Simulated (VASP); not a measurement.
Crystal: PW (zincblende type).

```
CELL_PARAMETERS angstrom
0.00000 2.85006 2.85006
2.85006 0.00000 2.85006
2.85006 2.85006 0.00000
ATOMIC_POSITIONS crystal
W 0.00000 0.00000 0.00000
P 0.25000 0.25000 0.25000
```

- Program: VASP 6.6.1
- Task: relaxation of cell and atoms
- Functional: LDA
- Potentials or basis: VASP PAW LDA potentials, release 64 (W_sv, P)
- Cutoff: 600 eV
- k mesh: 12 × 12 × 12
- Occupations: fermi-dirac, width 0.1 eV
- Spin: no spin polarisation

At the start: pressure -20.4 GPa; volume 23.15 Å³/atom.

Where does the relaxation end?

Over 5 steps the energy falls by 304.1 meV/atom and the volume is 19.11 Å³/atom (-17.5 %); space group F-43m (No. 216, to 0.05 Å).

The path:
| step | energy change (eV) | largest force (eV/Å) | pressure (GPa) | volume (Å³) |
| --- | --- | --- | --- | --- |
| 1 | 0.0000 | 0.0000 | -20.39 | 46.30 |
| 2 | 1.0186 | 0.0000 | 72.36 | 29.23 |
| 3 | -0.6042 | 0.0000 | -2.20 | 38.77 |
| 4 | -0.6078 | 0.0000 | -0.62 | 38.37 |
| 5 | -0.6081 | 0.0000 | 0.00 | 38.21 |

Final structure:
```
W P
1.0
     0.00000    2.67337    2.67337
     2.67337    0.00000    2.67337
     2.67337    2.67337    0.00000
W P
1 1
Direct
  0.00000 0.00000 0.00000
  0.25000 0.25000 0.25000
```

Caveat: the volume moved by over 15 % at a fixed basis, so the end points are rough.
